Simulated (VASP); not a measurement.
Runs of VASP 6.6.1 on SiC. The structure is that of space group P6_3mc (No. 186), or close to it. The cells are those of the table. 

```tsv
level	cell	gap on the mesh (eV)	pressure (GPa)	largest force (eV/Å)
PBE	a = 3.092, b = 3.092, c = 5.074 Å, angles 90.0, 90.0, 120.0°, 4 atoms	0.78	7.5	6.25
PBE	a = 3.120, b = 3.120, c = 4.983 Å, angles 90.0, 90.0, 120.0°, 4 atoms	(b)	-0.2	0.94
PBE	a = 3.065, b = 3.065, c = 5.164 Å, angles 90.0, 90.0, 120.0°, 4 atoms	1.95	6.2	2.20
PBE	a = 3.179, b = 3.179, c = 4.800 Å, angles 90.0, 90.0, 120.0°, 4 atoms	1.47	19.7	9.45
PBE	a = 3.014, b = 3.014, c = 5.341 Å, angles 90.0, 90.0, 120.0°, 4 atoms	0.14	0.7	4.46
PBE+D3(BJ)	a = 3.179, b = 3.179, c = 4.800 Å, angles 90.0, 90.0, 120.0°, 4 atoms	(a)	-6.0	1.35
PBE	a = 3.039, b = 3.039, c = 5.253 Å, angles 90.0, 90.0, 120.0°, 4 atoms	2.43	6.0	1.89
```

Alike in all rows: task single point; potentials or basis VASP PAW PBE potentials, release 64 (Si, C); no spin polarisation; k mesh 12 × 12 × 6; cutoff (eV) 520; smearing gaussian 0.05 eV.

Task: Fill in the values left out.

Result: (a) 1.03; (b) 2.07.

Caveats: forces of over 1 eV/Å act on the atoms, so gaps and moduli don't describe the material at rest (some runs).

A k mesh can miss the band edges.
